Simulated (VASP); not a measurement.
Input of a VASP 6.6.1 run:

The input INCAR:

```
SYSTEM = Al2Ru
ALGO     = Normal         ! electronic algorithm
EDIFF    = 1E-7           ! SCF threshold, eV
ENCUT    = 520            ! plane-wave cutoff, eV
ISIF     = 2              ! what is computed and relaxed
ISMEAR   = 0              ! smearing method
LASPH    = .TRUE.         ! aspherical terms in the spheres
LCHARG   = .TRUE.         ! write CHGCAR
LELF     = .TRUE.         ! ELF
LREAL    = .FALSE.        ! projectors in reciprocal space
LVHAR    = .TRUE.       
LWAVE    = .FALSE.        ! write WAVECAR
NBANDS   = 29             ! bands
NELM     = 100            ! most SCF steps
PREC     = Accurate       ! precision mode
SIGMA    = 0.03           ! smearing width, eV
```

KPOINTS

```
k-points
0
G
  10 10 10
  0 0 0
```

The input POSCAR:

```
Al2Ru
1.0
    0.0000000000      3.8657908251      4.2499554337
    2.4933901085      0.0000000000      4.2499554337
    2.4933901085      3.8657908251      0.0000000000
Al Ru
4 2
Direct
    0.0788992938      0.4211007062      0.0788992938
    0.4211007062      0.0788992938      0.4211007062
    0.1711007062      0.8288992938      0.1711007062
    0.8288992938      0.1711007062      0.8288992938
    0.7500000000      0.7500000000      0.7500000000
    0.5000000000      0.5000000000      0.5000000000
```

Potentials or basis: VASP PAW LDA potentials, release 64 (Al, Ru_pv).

Command:

```sh
$ cat potpaw_LDA.64/Al/POTCAR potpaw_LDA.64/Ru_pv/POTCAR > POTCAR
$ mpirun -np 1 vasp_std > vasp.out
```

Question: Predict the band gap on the k mesh.

Answer: 0.41 eV (least direct gap 1.14 eV).

Question: What does it give for the largest force?

Answer: 0.400 eV/Å.

Question: Predict the pressure.

Answer: -2.2 GPa.

Forces on the atoms (eV/Å):
```
Al   0.000 -0.400  0.000
Al   0.000  0.400  0.000
Al   0.000  0.400  0.000
Al   0.000 -0.400  0.000
Ru   0.000  0.000  0.000
Ru   0.000  0.000  0.000
```

Caveat: the stress differs along the axes, from -18 to 7 GPa. A k mesh can miss the band edges.
